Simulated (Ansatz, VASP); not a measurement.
**Si2Mo: VASP beside Ansatz**

```xyz
3
Lattice="-1.6086 1.6086 3.9359 1.6086 -1.6086 3.9359 1.6086 1.6086 -3.9359" Properties=species:S:1:pos:R:3 pbc="T T T"
Si    0.0000    0.0000    5.2330
Si    0.0000    0.0000    2.6388
Mo    0.0000    0.0000    0.0000
```

Alike in both runs: functional PBE; k mesh 20 × 20 × 20; occupations gaussian, width 0.1 eV; no spin polarisation.

Ansatz relaxed the structure, and its values are those at the end. VASP's run is a single point on that final structure, the one shown.

|  | VASP | Ansatz |
| --- | --- | --- |
| version | VASP 6.6.1 | Ansatz 0.2.0 |
| potentials or method | VASP PAW PBE potentials, release 64 (Si, Mo_sv), cutoff 520 eV | scalar-relativistic, plane waves, PAW |
| valence electrons in the cell | 22 | 22 |

|  | VASP | Ansatz | Ansatz less VASP |
| --- | --- | --- | --- |
| gap on the k mesh at the Fermi level (eV) | none | none | - |
| pressure (GPa) | 0.2 | 0.0 | -0.16 |
| rms of the force components (eV/Å) | 0.009 | 0.007 | -0.0018 |

A gap of «none» marks a metal or a gap that the smearing closes. With one functional, cell and mesh, what is left measures potentials, basis and numerics.
